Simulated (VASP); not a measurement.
A run of VASP 6.6.1 is set up as follows.

The input INCAR:

```
PREC = Accurate
ENCUT = 520
EDIFF = 1E-6
ISMEAR = 0
SIGMA = 0.02
LREAL = False
LASPH = True
NELM = 60
ALGO = Normal
ISIF = 2
LWAVE = False
LCHARG = True
LDIPOL = True
IDIPOL = 3
DIPOL = 0.5 0.5 0.351
GGA = PS
LELF = True
LVHAR = True
LVACPOTAV = True
NBANDS = 20
```

Contents of KPOINTS:

```
Automatic mesh
0
Gamma
  12 12 1
```

Contents of POSCAR:

```
WS2
1.0
    3.1530000000      0.0000000000      0.0000000000
   -1.5765000000      2.7305780981      0.0000000000
    0.0000000000      0.0000000000     30.0839999998
S W
2 1
Direct
    0.6666666667      0.3333333333      0.2993897617
    0.6666666667      0.3333333333      0.4033758280
    0.3333333333      0.6666666667      0.3513827948
```

Potentials or basis: VASP PAW PBE potentials, release 64 (S, W_sv).

Run with:

```sh
$ cat potpaw_PBE.64/S/POTCAR potpaw_PBE.64/W_sv/POTCAR > POTCAR
$ mpirun -np 1 vasp_std > vasp.out
```

Question: What does it give for the band gap on the k mesh?

Answer: 1.91 eV, direct.

Question: What does it give for the largest force?

Answer: 0.022 eV/Å.

Forces on the atoms (eV/Å):
```
S    0.000  0.000 -0.022
S    0.000  0.000  0.022
W    0.000  0.000  0.000
```

Caveat: the PAW data sets were made with another functional, which shifts forces and pressure a little; spin-orbit coupling is left out, which moves the levels of the heavy elements.
